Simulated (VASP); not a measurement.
# LiGeH3 in VASP: further runs

The runs below take LiGeH3 through single point, with PBE.

Everything below comes from runs of VASP 6.6.1. Logs are shortened: lines on timing, memory, paths and dates and some standing lists are left out, and cuts for length are marked.

## Step 1: The cell of the first run

It takes space group R-3m (No. 166, trigonal). The conventional cell has a = 4.925 Å, b = 4.925 Å, c = 6.050 Å, α = 90.00°, β = 90.00°, γ = 120.00°. Li (site symmetry -3m) has 6 H at 1.74 Å within 2.3 Å. Within 3.3 Å of Ge (site symmetry -3m) lie 12 H at 2.46 to 2.47 Å and 8 Li at 3.02 Å. H (site symmetry 2/m) has 2 Li at 1.74 Å within 2.3 Å.

The cell was generated, and may not be a known phase.

## Step 2: Single point, PBE

INCAR reads:

```
ALGO     = Normal         # electronic algorithm
EDIFF    = 1E-6           # SCF threshold, eV
ENCUT    = 520            # plane-wave cutoff, eV
GGA      = PE             # functional
ISIF     = 2              # what is computed and relaxed
ISMEAR   = 0              # smearing method
LASPH    = T              # aspherical terms in the spheres
LCHARG   = T              # write CHGCAR
LELF     = T              # ELF
LREAL    = F              # projectors in reciprocal space
LVHAR    = T            
LWAVE    = F              # write WAVECAR
NBANDS   = 18             # bands
NELM     = 100            # most SCF steps
PREC     = Accurate       # precision mode
SIGMA    = 0.1            # smearing width, eV
```

KPOINTS reads:

```
k-points
0
Gamma
  6 6 6
```

POSCAR reads:

```
LiGeH3
1.0
    2.4626758626      1.4218265722      2.0166063522
   -2.4626758626      1.4218265722      2.0166063522
    0.0000000000     -2.8436531444      2.0166063522
Li Ge H
1 1 3
Direct
    0.5000000000      0.5000000000      0.5000000000
    0.0000000000      0.0000000000      0.0000000000
    0.0000000000      0.5000000000      0.5000000000
    0.5000000000      0.0000000000      0.5000000000
    0.5000000000      0.5000000000      0.0000000000
```

Potentials or basis: VASP PAW PBE potentials, release 64 (Li_sv, Ge_d, H).

Run with:

```console
$ cat potpaw_PBE.64/Li_sv/POTCAR potpaw_PBE.64/Ge_d/POTCAR potpaw_PBE.64/H/POTCAR > POTCAR
$ mpirun -np 1 vasp_std > vasp.out
```

OUTCAR:

```text
EDIFF = 1E-6
   ENCUT = 520
   GGA = PE
   ISIF = 2
   ISMEAR = 0
   LASPH = T
   LREAL = F
   NELM = 100
   PREC = Accurate

 ion  position               nearest neighbor table
   1  0.500  0.500  0.500-   3 1.74   4 1.74   4 1.74   3 1.74   5 1.74   5 1.74
   2  0.000  0.000  0.000-
   3  0.000  0.500  0.500-   1 1.74   1 1.74
   4  0.500  0.000  0.500-   1 1.74   1 1.74
   5  0.500  0.500  0.000-   1 1.74   1 1.74

  LATTYP: Found a trigonal (rhomboedric) cell.
 ALAT       =     3.4861245510
 COS(alpha) =     0.0019352795

  Lattice vectors:

 A1 = (   2.4626758626,   1.4218265722,   2.0166063522)
 A2 = (  -2.4626758626,   1.4218265722,   2.0166063522)
 A3 = (   0.0000000000,  -2.8436531444,   2.0166063522)

Analysis of symmetry for initial positions (statically):
=====================================================================
 Subroutine PRICEL returns:
 Original cell was already a primitive cell.

 Routine SETGRP: Setting up the symmetry group for a
 trigonal (rhombohedral) supercell.

 Subroutine GETGRP returns: Found 12 space group operations
 (whereof 12 operations were pure point group operations)
 out of a pool of 12 trial point group operations.

The static configuration has the point symmetry D_3d.

Analysis of symmetry for dynamics (positions and initial velocities):
=====================================================================
 Subroutine PRICEL returns:
 Original cell was already a primitive cell.

 Routine SETGRP: Setting up the symmetry group for a
 trigonal (rhombohedral) supercell.

 Subroutine GETGRP returns: Found 12 space group operations
 (whereof 12 operations were pure point group operations)
 out of a pool of 12 trial point group operations.

The dynamic configuration has the point symmetry D_3d.

 Subroutine INISYM returns: Found 12 space group operations
 (whereof 12 operations are pure point group operations),
 and found     1 'primitive' translations

----------------------------------------------------------------------------------------

                                     Primitive cell

  volume of cell :      42.3669

  direct lattice vectors                    reciprocal lattice vectors
     2.462675863  1.421826572  2.016606352     0.203031186  0.117220110  0.165294200
    -2.462675863  1.421826572  2.016606352    -0.203031186  0.117220110  0.165294200
     0.000000000 -2.843653144  2.016606352     0.000000000 -0.234440219  0.165294200

  length of vectors
     3.486124551  3.486124551  3.486124551     0.286852556  0.286852556  0.286852556

  position of ions in fractional coordinates (direct lattice)
     0.500000000  0.500000000  0.500000000
     0.000000000  0.000000000  0.000000000
     1.000000000  0.500000000  0.500000000
     0.500000000  1.000000000  0.500000000
     0.500000000  0.500000000  1.000000000

  ion indices of the primitive-cell ions
   primitive index   ion index
                 1           1
                 2           2
                 3           3
                 4           4
                 5           5

----------------------------------------------------------------------------------------

 KPOINTS: k-points

Automatic generation of k-mesh.
 Grid dimensions read from file:
 generate k-points for:    6    6    6

 Generating k-lattice:

  Cartesian coordinates                     Fractional coordinates (reciprocal lattice)
     0.033838531  0.019536685  0.027549033     0.166666667  0.000000000  0.000000000
    -0.033838531  0.019536685  0.027549033     0.000000000  0.166666667  0.000000000
     0.000000000 -0.039073370  0.027549033     0.000000000  0.000000000  0.166666667

  Length of vectors
     0.047808759  0.047808759  0.047808759

  Shift w.r.t. Gamma in fractional coordinates (k-lattice)
     0.000000000  0.000000000  0.000000000

 Subroutine IBZKPT returns following result:
 ===========================================

 Found     32 irreducible k-points:

 Following reciprocal coordinates:
            Coordinates               Weight
  0.000000  0.000000  0.000000      1.000000
  0.166667  0.000000 -0.000000      6.000000
  0.333333  0.000000 -0.000000      6.000000
  0.500000  0.000000 -0.000000      3.000000
  0.166667  0.166667 -0.000000      6.000000
  0.333333  0.166667 -0.000000     12.000000
[... 16 lines left out ...]
  0.500000  0.500000  0.166667      6.000000
 -0.333333  0.500000  0.166667     12.000000
 [... further k-points ...]
   k-points           NKPTS =     32   k-points in BZ     NKDIM =     32   number of bands    NBANDS=     18
   number of dos      NEDOS =    301   number of ions     NIONS =      5
   total plane-waves  NPLWV =  21952
   dimension x,y,z NGX =    28 NGY =   28 NGZ =   28
   dimension x,y,z NGXF=    56 NGYF=   56 NGZF=   56
   ions per type =               1   1   3
   NGX,Y,Z   is equivalent  to a cutoff of  13.35, 13.35, 13.35 a.u.
   NGXF,Y,Z  is equivalent  to a cutoff of  26.71, 26.71, 26.71 a.u.
 SYSTEM =  unknown system
   PREC   = accura    normal or accurate (medium, high low for compatibility)
   ISTART =      0    job   : 0-new  1-cont  2-samecut
   ICHARG =      2    charge: 1-file 2-atom 10-const
   ISPIN  =      1    spin polarized calculation?
   LNONCOLLINEAR =      F non collinear calculations
   LSORBIT =      F    spin-orbit coupling
   LASPH  =      T    aspherical Exc in radial PAW
   ENCUT  =  520.0 eV  38.22 Ry    6.18 a.u.   6.48  6.48  6.48*2*pi/ulx,y,z
   NELM   =    100;   NELMIN=  2; NELMDL= -5     # of ELM steps
   EDIFF  = 0.1E-05   stopping-criterion for ELM
   LREAL  =      F    real-space projection
   EDIFFG = 0.1E-04   stopping-criterion for IOM
   NSW    =      0    number of steps for IOM
   IBRION =     -1    ionic relax: 0-MD 1-quasi-New 2-CG
   NFREE  =      0    steps in history (QN), initial steepest desc. (CG)
   ISIF   =      2    stress and relaxation
   ISYM   =      2    0-nonsym 1-usesym 2-fastsym
   POTIM  = 0.5000    time-step for ionic-motion
   TEBEG  =    0.0;   TEEND  =   0.0 temperature during run
   PSTRESS=    0.0 pullay stress
   NELECT =      20.0000    total number of electrons
   NUPDOWN=      -1.0000    fix difference up-down
   EMIN   =  10.00;   EMAX   =-10.00  energy-range for DOS
   EFERMI =   0.00;   METHOD = LEGACY
   ISMEAR =     0;   SIGMA  =   0.10  broadening in eV -4-tet -1-fermi 0-gaus
   EFERMI_NEDOS =   21; number of points for ismear=-14 and -15
   IALGO  =     38    algorithm
   IMIX   =      4    mixing-type and parameters
     AMIX     =   0.40;   BMIX     =  1.00
     AMIX_MAG =   1.60;   BMIX_MAG =  1.00
  volume/ion in A,a.u.               =       8.47        57.18
  Fermi-wavevector in a.u.,A,eV,Ry     =   1.274704  2.408842 22.107709  1.624871
  Thomas-Fermi vector in A             =   2.407457
   LORBIT       =      0    0 simple, 1 ext, 2 COOP (PROOUT), +10 PAW based schemes
   GGA     = PE    functional components
   LHFCALC =     F    Hartree Fock is set to
   AEXX    =    0.0000 exact exchange contribution
   IVDW    =     0    specifies the selected vdW correction
   LEPSILON=     F    determine dielectric tensor
   LRPA    =     F    only Hartree local field effects (RPA)
 non-spin polarized calculation
 Gauss-broadening in eV      SIGMA  =   0.10
  energy-cutoff  :      520.00
  volume of cell :       42.37
 maximum number of plane-waves:      1165
 NGX is ok and might be reduce to    28
   NGX = 13   NGY = 13   NGZ = 13

 number of electron      19.9999999 magnetization

 Free energy of the ion-electron system (eV)
  ---------------------------------------------------
  ext. energy  EPLUGINS =         0.00000000
  ---------------------------------------------------
  free energy    TOTEN  =       -14.56597885 eV

  energy without entropy =      -14.56060717  energy(sigma->0) =      -14.56329301

 E-fermi :   3.2432     XC(G=0): -10.0850

 val. band max:        3.2427214151   @ k =   0.5000   0.0000  -0.0000
 cond. band min:       3.2606956325   @ k =   0.3333   0.0000  -0.0000
 fundamental gap:      0.0179742174
 Fermi energy:         3.2431933672

 k-point     1 :       0.0000    0.0000    0.0000
  band No.  band energies     occupation
      1     -41.2722      2.00000
      2     -21.7662      2.00000
      3     -21.7662      2.00000
      4     -21.7438      2.00000
      5     -21.7437      2.00000
      6     -21.7437      2.00000
[... 10 lines left out ...]
     17      15.5618      0.00000
     18      15.5618      0.00000

 k-point     2 :       0.1667    0.0000   -0.0000
  band No.  band energies     occupation
      1     -41.2715      2.00000
      2     -21.7659      2.00000
      3     -21.7613      2.00000
      4     -21.7452      2.00000
      5     -21.7452      2.00000
      6     -21.7436      2.00000
[... 10 lines left out ...]
     17      13.8075      0.00000
     18      17.3530      0.00000

 k-point     3 :       0.3333    0.0000   -0.0000
  band No.  band energies     occupation
      1     -41.2701      2.00000
      2     -21.7652      2.00000
      3     -21.7514      2.00000
      4     -21.7482      2.00000
      5     -21.7482      2.00000
      6     -21.7434      2.00000
[... 10 lines left out ...]
     17      14.7321      0.00000
     18      18.7870      0.00000

 k-point     4 :       0.5000    0.0000   -0.0000
  band No.  band energies     occupation
      1     -41.2693      2.00000
      2     -21.7648      2.00000
      3     -21.7497      2.00000
      4     -21.7497      2.00000
      5     -21.7464      2.00000
      6     -21.7432      2.00000
[... 375 lines left out ...]
      4     -21.7499      2.00000
      5     -21.7484      2.00000
      6     -21.7464      2.00000
[... 10 lines left out ...]
     17      15.1559      0.00000
     18      16.5568      0.00000

 k-point    23 :       0.5000    0.5000    0.1667
  band No.  band energies     occupation
      1     -41.2660      2.00000
      2     -21.7576      2.00000
      3     -21.7512      2.00000
      4     -21.7511      2.00000
      5     -21.7499      2.00000
      6     -21.7350      2.00000
[... 10 lines left out ...]
     17      15.5679      0.00000
     18      16.3460      0.00000

 k-point    24 :      -0.3333    0.5000    0.1667
  band No.  band energies     occupation
      1     -41.2666      2.00000
      2     -21.7556      2.00000
      3     -21.7516      2.00000
      4     -21.7512      2.00000
      5     -21.7495      2.00000
      6     -21.7386      2.00000
[... 10 lines left out ...]
     17      16.4947      0.00000
     18      17.0442      0.00000

 [... further k-points ...]

------------------------ aborting loop because EDIFF is reached ----------------------------------------

  FORCE on cell =-STRESS in cart. coord.  units (eV):
  Direction    XX          YY          ZZ          XY          YZ          ZX
  --------------------------------------------------------------------------------------
  -------------------------------------------------------------------------------------
  Total       -0.0320884     -0.0320884     -0.0614243      0.0000000     -0.0000000     -0.0000000
  in kB       -1.2134780     -1.2134780     -2.3228698      0.0000000     -0.0000000     -0.0000000
  external PRESSURE =      -1.5832753 kB  Pullay stress =       0.0000000 kB

 VOLUME and BASIS-vectors are now :
 -----------------------------------------------------------------------------
  energy-cutoff  :      520.00
  volume of cell :       42.37
      direct lattice vectors                 reciprocal lattice vectors
     2.462675863  1.421826572  2.016606352     0.203031186  0.117220110  0.165294200
    -2.462675863  1.421826572  2.016606352    -0.203031186  0.117220110  0.165294200
     0.000000000 -2.843653144  2.016606352     0.000000000 -0.234440219  0.165294200

 POSITION                                       TOTAL-FORCE (eV/Angst)
 -----------------------------------------------------------------------------------
      0.00000      0.00000      3.02491        -0.000000     -0.000000      0.000000
      0.00000      0.00000      0.00000        -0.000000      0.000000     -0.000000
     -1.23134     -0.71091      2.01661         0.000000     -0.000000     -0.000000
      1.23134     -0.71091      2.01661         0.000000     -0.000000     -0.000000
      0.00000      1.42183      2.01661         0.000000     -0.000000     -0.000000
 -----------------------------------------------------------------------------------
    total drift:                               -0.000000     -0.000000     -0.000000

  FREE ENERGIE OF THE ION-ELECTRON SYSTEM (eV)
  ---------------------------------------------------
  free  energy   TOTEN  =       -14.5659788515 eV

  energy  without entropy=      -14.5606071719  energy(sigma->0) =      -14.56329301
```

Run time: 35 s. Hardware: 1 thread of Intel Xeon Platinum 8259CL at 2.50GHz (Skylake/Cascade Lake), shared host; peak memory 0.16 GiB.

Results:

| Quantity | Value |
| --- | --- |
| Free energy | -14.5660 eV |
| Band gap on the k mesh | zero (bands 10 and 11 overlap by 1.53 eV) |

Levels at points of the mesh, in eV from the Fermi level:
```csv
k point,band 8,band 9,band 10,band 11,band 12,band 13
"(0.00, 0.00, 0.00)",-0.39,-0.39,0.30,1.37,1.37,1.39
"(0.50, 0.00, 0.00)",-6.61,0.00,0.35,3.02,3.04,6.45
"(0.50, 0.50, 0.00)",-5.21,-5.19,-2.89,4.21,4.33,4.34
"(0.50, 0.50, 0.50)",-3.07,-3.05,-3.05,-1.18,-1.17,-1.17
```

Caveat: the cutoff is under 1.25 times the usual one of these potentials, so pressure, stress and relaxed cells hold a basis-set (Pulay) error.

## Step 3: Single point, PBE

This run uses another cell than the first one, of 10.87 Å³/atom.

INCAR reads:

```
SYSTEM = LiGeH3
PREC = Accurate
ENCUT = 520
EDIFF = 1E-6
ISMEAR = 0
SIGMA = 0.1
LREAL = .False.
LASPH = .True.
NELM = 100
ALGO = Normal
ISIF = 2
LWAVE = .False.
LCHARG = .False.
GGA = PE
NBANDS = 18
```

KPOINTS reads:

```
Automatic mesh
0
Gamma
  6 6 6
  0 0 0
```

Edit POSCAR of step 2 so:

```diff
@@ -2,5 +2,5 @@
 1.0
-    2.4626758626      1.4218265722      2.0166063522
-   -2.4626758626      1.4218265722      2.0166063522
-    0.0000000000     -2.8436531444      2.0166063522
+    2.6402787600      1.5243656500      2.2509222800
+   -2.6402787600      1.5243656500      2.2509222800
+    0.0000000000     -3.0487313000      2.2509222800
 Li Ge H
```

Potentials or basis: VASP PAW PBE potentials, release 64 (Li_sv, Ge_d, H).

Run with:

```console
$ cat potpaw_PBE.64/Li_sv/POTCAR potpaw_PBE.64/Ge_d/POTCAR potpaw_PBE.64/H/POTCAR > POTCAR
$ mpirun -np 1 vasp_std > vasp.out
```

Run time: 35 s. Hardware: 1 thread of Intel Xeon Platinum 8259CL at 2.50GHz (Skylake/Cascade Lake), shared host; peak memory 0.17 GiB.

It converged, with:

```
Free energy            : -14.2300 eV
Band gap on the k mesh : zero (bands 10 and 11 overlap by 1.18 eV)
```

Levels at points of the mesh, in eV from the Fermi level:
```tsv
k point	band 7	band 8	band 9	band 10	band 11	band 12	band 13	band 14
(0.00, 0.00, 0.00)	-9.54	-0.85	-0.07	-0.07	1.28	1.28	1.52	9.30
(0.50, 0.00, 0.00)	-8.32	-5.20	-0.52	0.43	2.42	2.51	5.02	6.34
(0.50, 0.50, 0.00)	-7.15	-4.03	-3.84	-2.16	3.02	3.61	3.68	7.80
(0.50, 0.50, 0.50)	-6.41	-2.39	-2.08	-2.08	-0.76	-0.57	-0.57	5.97
```

Caveat: the cutoff is under 1.25 times the usual one of these potentials, so pressure, stress and relaxed cells hold a basis-set (Pulay) error.

## Step 4: Single point, PBE

This run uses another cell than the first one, of 8.53 Å³/atom.

INCAR reads:

```
PREC = Accurate
ENCUT = 520
EDIFF = 1E-6
ISMEAR = 0
SIGMA = 0.1
LREAL = False
LASPH = True
NELM = 80
ALGO = Normal
ISIF = 2
LWAVE = False
LCHARG = False
GGA = PE
NBANDS = 18
```

KPOINTS reads:

```
regular mesh
0
Gamma
  12 12 12
```

POSCAR reads:

```
LiGeH3
1.0
    3.4939786623      0.0000000000      0.0000000000
    0.0000000000      3.4939786623      0.0000000000
    0.0000000000      0.0000000000      3.4939786623
Li Ge H
1 1 3
Direct
    0.5000000000      0.5000000000      0.5000000000
    0.0000000000      0.0000000000      0.0000000000
    0.5000000000      0.5000000000      0.0000000000
    0.0000000000      0.5000000000      0.5000000000
    0.5000000000      0.0000000000      0.5000000000
```

Run with:

```console
$ cat potpaw_PBE.64/Li_sv/POTCAR potpaw_PBE.64/Ge_d/POTCAR potpaw_PBE.64/H/POTCAR > POTCAR
$ mpirun -np 1 vasp_std > vasp.out
```

It took 87 s on 1 thread of Intel Xeon Platinum 8259CL at 2.50GHz (Skylake/Cascade Lake), shared host; peak memory 0.2 GiB.

Results (log left out):

```yaml
Free_energy: -14.5757 eV
Band_gap_on_the_k_mesh: zero (bands 10 and 11 overlap by 1.50 eV)
```

Levels at points of the mesh, in eV from the Fermi level:
| k point | band 6 | band 7 | band 8 | band 9 | band 10 | band 11 | band 12 | band 13 | band 14 | band 15 |
| --- | --- | --- | --- | --- | --- | --- | --- | --- | --- | --- |
| (0.00, 0.00, 0.00) | -24.91 | -10.89 | -0.32 | -0.32 | 0.32 | 1.44 | 1.44 | 1.44 | 11.26 | 11.26 |
| (0.50, 0.00, 0.00) | -24.91 | -9.14 | -6.51 | 0.04 | 0.41 | 3.08 | 3.08 | 6.47 | 6.67 | 6.67 |
| (0.50, 0.50, 0.00) | -24.90 | -7.12 | -5.10 | -5.10 | -2.81 | 4.25 | 4.37 | 4.37 | 9.05 | 9.12 |
| (0.50, 0.50, 0.50) | -24.90 | -5.80 | -2.97 | -2.97 | -2.97 | -1.09 | -1.09 | -1.09 | 6.69 | 17.83 |

Caveat: the cutoff is under 1.25 times the usual one of these potentials, so pressure, stress and relaxed cells hold a basis-set (Pulay) error.

## Step 5: Overview

```tsv
cell	k mesh	gap on the mesh (eV)
a = 3.486 Å, angles 89.9°, 5 atoms	6 × 6 × 6	none
a = 3.790 Å, angles 88.3°, 5 atoms	6 × 6 × 6	none
a = 3.494 Å, 5 atoms	12 × 12 × 12	none
```

Alike in all rows: task single point; level PBE; potentials or basis VASP PAW PBE potentials, release 64 (Li_sv, Ge_d, H); no spin polarisation; cutoff (eV) 520; smearing gaussian 0.1 eV.

Caveats: the cutoff is under 1.25 times the usual one of these potentials, so pressure, stress and relaxed cells hold a basis-set (Pulay) error.

Absolute energies hang on the potentials; compare differences alone.

The gap in the log of VASP goes by the Fermi energy; the results here count the filled bands.